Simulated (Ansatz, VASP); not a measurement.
# Ta: VASP beside Ansatz

```
CELL_PARAMETERS angstrom
0.00000 2.89987 2.89987
2.89987 0.00000 2.89987
2.89987 2.89987 0.00000
ATOMIC_POSITIONS crystal
Ta 0.12500 0.12500 0.12500
Ta 0.87500 0.87500 0.87500
```

Alike in both runs: task relaxation of cell and atoms; functional LDA; k mesh 9 × 9 × 9; occupations fermi-dirac, width 0.1 eV; no spin polarisation.

|  | VASP | Ansatz |
| --- | --- | --- |
| version | VASP 6.6.1 | Ansatz 0.2.0 |
| potentials or method | VASP PAW LDA potentials, release 64 (Ta_pv), cutoff 600 eV | plane waves (420 eV) with PAW, scalar-relativistic |
| valence electrons in the cell | 22 | 26 |

|  | VASP | Ansatz | Ansatz less VASP |
| --- | --- | --- | --- |
| relaxed volume (Å³/atom) | 26.23 | 26.12 | -0.113 |
| relaxed cell length with the largest relative difference (Å) | 4.202 | 4.196 | -0.0061 |

Ansatz warns that its potentials were made for another functional, while VASP's fit it. LDA's correlation is that of Perdew and Zunger in VASP and of Perdew and Wang (1992) in Ansatz. VASP's potentials hold 22 valence electrons a cell and Ansatz's 26, so a difference there can come from the potentials and not from the codes.

Neither program's run includes spin-orbit coupling.
